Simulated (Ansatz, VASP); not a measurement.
# Two plane-wave programs on PtS2

```
CELL_PARAMETERS angstrom
3.54153 0.00000 0.00000
-1.77076 3.06705 0.00000
0.00000 0.00000 22.46706
ATOMIC_POSITIONS crystal
S 0.66667 0.33333 0.20029
S 0.33333 0.66667 0.31083
S 0.55556 0.44444 0.49510
S 0.88889 0.11111 0.60564
Pt 0.00000 0.00000 0.25556
Pt 0.22222 0.77778 0.55037
```

Alike in both runs: task single point; functional PBE; dispersion D3(BJ); k mesh 9 × 9 × 1; occupations gaussian, width 0.05 eV; no spin polarisation.

```csv
,VASP,Ansatz
version,VASP 6.6.1,Ansatz 0.2.0
potentials or method,"VASP PAW PBE potentials, release 64 (S, Pt), cutoff 520 eV","scalar-relativistic, plane waves, PAW"
valence electrons in the cell,44,60
```

|  | VASP | Ansatz | Ansatz less VASP |
| --- | --- | --- | --- |
| gap on the k mesh at the Fermi level (eV) | 1.68 | 1.68 | -0.005 |
| least direct gap on the mesh (eV) | 1.76 | 1.75 | -0.005 |
| rms of the force components (eV/Å) | 0.020 | 0.023 | +0.0025 |

VASP's potentials hold 44 valence electrons a cell and Ansatz's 60, so a difference there can come from the potentials and not from the codes.

Neither program's run includes spin-orbit coupling.
